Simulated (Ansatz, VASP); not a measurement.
**Two plane-wave programs on Si3N4**

```xyz
14
Lattice="-3.2800 3.2800 3.2800 3.2800 -3.2800 3.2800 3.2800 3.2800 -3.2800" Properties=species:S:1:pos:R:3 pbc="T T T"
Si    2.4600    3.2800   -1.6400
Si   -1.6400    2.4600    3.2800
Si    0.8200    3.2800    1.6400
Si    1.6400    0.8200    3.2800
Si    3.2800   -1.6400    2.4600
Si    3.2800    1.6400    0.8200
N     1.8531    1.8531    1.8531
N     0.2131   -0.2131    3.0669
N     1.4269    4.7069   -1.4269
N     3.0669    0.2131   -0.2131
N    -1.4269    1.4269    4.7069
N     0.2131    0.2131    0.2131
N     4.7069   -1.4269    1.4269
N    -0.2131    3.0669    0.2131
```

Change from the starting cell: volume scaled by 1.04, ions relaxed.

Alike in both runs: functional PBE; k mesh 6 × 6 × 6; occupations fermi-dirac, width 0.02 eV; no spin polarisation.

Ansatz relaxed the structure, and its values are those at the end. VASP's run is a single point on that final structure, the one shown.

|  | VASP | Ansatz |
| --- | --- | --- |
| version | VASP 6.6.1 | Ansatz 0.2.0 |
| potentials or method | VASP PAW PBE potentials, release 64 (Si, N) | plane-wave PAW, scalar-relativistic |
| plane-wave cutoff (eV) | 520 | 420 |
| valence electrons in the cell | 64 | 64 |

Ansatz gave:

| Item | Value |
| --- | --- |
| gap on the k mesh at the Fermi level (eV) | 3.91 |
| pressure (GPa) | -7.6 |

**Question.** What did VASP give for the same quantities?

**Answer.** gap on the k mesh at the Fermi level (eV): 3.90; pressure (GPa): -7.8.

Ansatz's warnings: stress scf threshold loose.
